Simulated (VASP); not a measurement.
Here is a VASP 6.6.1 calculation.

INCAR

```
SYSTEM = SiC
PREC = Accurate
ENCUT = 600
EDIFF = 1E-8
ISMEAR = 0
SIGMA = 0.01
LREAL = .FALSE.
LASPH = .TRUE.
NELM = 80
ALGO = Normal
ISIF = 3
LWAVE = .FALSE.
LCHARG = .FALSE.
IBRION = 6
NFREE = 2
POTIM = 0.015
NSW = 1
```

The input KPOINTS:

```
regular mesh
0
G
  8 8 4
  0 0 0
```

POSCAR

```
SiC
1.0
    3.0563618601      0.0000000000      0.0000000000
   -1.5281809301      2.6468870140      0.0000000000
    0.0000000000      0.0000000000      5.0159135140
Si C
2 2
Direct
    0.3333333333      0.6666666667      0.0045956273
    0.6666666667      0.3333333333      0.5045956273
    0.3333333333      0.6666666667      0.3804043727
    0.6666666667      0.3333333333      0.8804043727
```

Potentials or basis: VASP PAW LDA potentials, release 64 (Si, C).

Launch:

```bash
$ cat potpaw_LDA.64/Si/POTCAR potpaw_LDA.64/C/POTCAR > POTCAR
$ mpirun -np 1 vasp_std > vasp.out
```

(1) What does it give for the Voigt bulk modulus?

(2) Estimate the highest phonon frequency at Γ, LO-TO splitting left out.

## Answers

(1) 230 GPa.

(2) 842 cm⁻¹.
